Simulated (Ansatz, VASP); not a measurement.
# Ge in VASP and in Ansatz

Contents of INCAR:

```
PREC = Accurate
ENCUT = 520
EDIFF = 1E-7
ISMEAR = 0
SIGMA = 0.15
LREAL = False
LASPH = True
NELM = 60
ALGO = Normal
ISIF = 2
LWAVE = False
LCHARG = False
GGA = CA
NBANDS = 21
```

KPOINTS

```
Automatic mesh
0
Gamma
  14 14 14
```

Contents of POSCAR:

```
Ge
1.0
    0.0000000000      2.8109115346      2.9233479960
    2.8109115346      0.0000000000      2.9233479960
    2.8109115346      2.8109115346      0.0000000000
Ge
2
Direct
    0.5000000000      0.5000000000      0.5000000000
    0.7500000000      0.7500000000      0.7500000000
```

Input for Ansatz:

```yaml
crystal:
  lattice:
    - [0.0, 2.8109115346, 2.923347996]
    - [2.8109115346, 0.0, 2.923347996]
    - [2.8109115346, 2.8109115346, 0.0]
  atoms:
    - { symbol: Ge, position: [0.5, 0.5, 0.5] }
    - { symbol: Ge, position: [0.75, 0.75, 0.75] }
basis:
  ecutwfc: 420
kpoints:
  mp_grid: { grid: [14, 14, 14] }
hamiltonian:
  xc: lda
scf:
  occupations: { method: gaussian, width: 0.15 }
output:
  forces: true
  stress: true
  eigenvalues: true
```

Change from the starting cell: engineering shear strain xy +0.0000, normal strain along z +0.0400.

Alike in both runs: task single point; functional LDA; k mesh 14 × 14 × 14; occupations gaussian, width 0.15 eV; no spin polarisation.

|  | VASP | Ansatz |
| --- | --- | --- |
| version | VASP 6.6.1 | Ansatz 0.2.0 |
| potentials or method | VASP PAW LDA potentials, release 64 (Ge_d), cutoff 520 eV | scalar-relativistic, plane waves, PAW |
| valence electrons in the cell | 28 | 28 |

|  | VASP | Ansatz | Ansatz less VASP |
| --- | --- | --- | --- |
| gap on the k mesh at the Fermi level (eV) | none | none | - |
| pressure (GPa) | -2.4 | -2.5 | -0.14 |
| traceless stress, the component that is largest in VASP (GPa) | -1.97 | -1.97 | +0.006 |

LDA's correlation is that of Perdew and Zunger in VASP and of Perdew and Wang (1992) in Ansatz. A gap of «none» marks a metal or a gap that the smearing closes.
